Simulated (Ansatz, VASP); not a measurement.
# One calculation of Hf, two programs

INCAR

```
SYSTEM = Hf
  PREC = Accurate
  ENCUT = 400
  EDIFF = 1E-8
  ISMEAR = -1
  SIGMA = 0.05
  LREAL = .FALSE.
  LASPH = .TRUE.
  NELM = 120
  ALGO = Normal
  ISIF = 2
  LWAVE = .FALSE.
  LCHARG = .FALSE.
  GGA = PE
  LEFG = .TRUE.
  NBANDS = 17
  GGA_COMPAT = .FALSE.
```

The input KPOINTS:

```
Automatic mesh
0
G
  13 13 7
  0 0 0
```

File POSCAR:

```
Hf
1.0
    3.1966985242      0.0000000000      0.0000000000
   -1.5983492621      2.7684221302      0.0000000000
    0.0000000000      0.0000000000      5.1589560000
Hf
2
Direct
    0.3333333333      0.6666666667      0.2500000000
    0.6666666667      0.3333333333      0.7500000000
```

Input for Ansatz:

```yaml
crystal:
  lattice:
    - [3.1966985242, 0.0, 0.0]
    - [-1.5983492621, 2.7684221302, 0.0]
    - [0.0, 0.0, 5.158956]
  atoms:
    - { symbol: Hf, position: [0.3333333333, 0.6666666667, 0.25] }
    - { symbol: Hf, position: [0.6666666667, 0.3333333333, 0.75] }
kpoints:
  mp_grid: { grid: [13, 13, 7] }
scf:
  occupations: { method: fermi_dirac, width: 0.05 }
hamiltonian:
  xc: pbe
  pseudopotentials: { kind: all_electron, datasets: crystal }
output:
  forces: true
  stress: true
  eigenvalues: true
  efg: { contact_densities: true }
```

Change from the starting cell: zz strain of +2 %, crystal datasets.

Alike in both runs: task electric field gradients; functional PBE; k mesh 13 × 13 × 7; occupations fermi-dirac, width 0.05 eV; no spin polarisation.

```csv
,VASP,Ansatz
version,VASP 6.6.1,Ansatz 0.2.0
potentials or method,"VASP PAW PBE potentials, release 64 (Hf_pv), cutoff 400 eV","all-electron PAW with datasets made for the crystal, scalar-relativistic"
```

VASP gave:

```
pressure (GPa)                                                : -1.9
traceless stress, the component that is largest in VASP (GPa) : -1.77
size of Vzz on the site where it differs most (V/Å²)          : 57.9
```

Estimate Ansatz's values.

pressure (GPa): -1.3; traceless stress, the component that is largest in VASP (GPa): -1.71; size of Vzz on the site where it differs most (V/Å²): 66.2.

Ansatz ran all-electron here, and VASP with PAW potentials.

Neither program's run includes spin-orbit coupling.
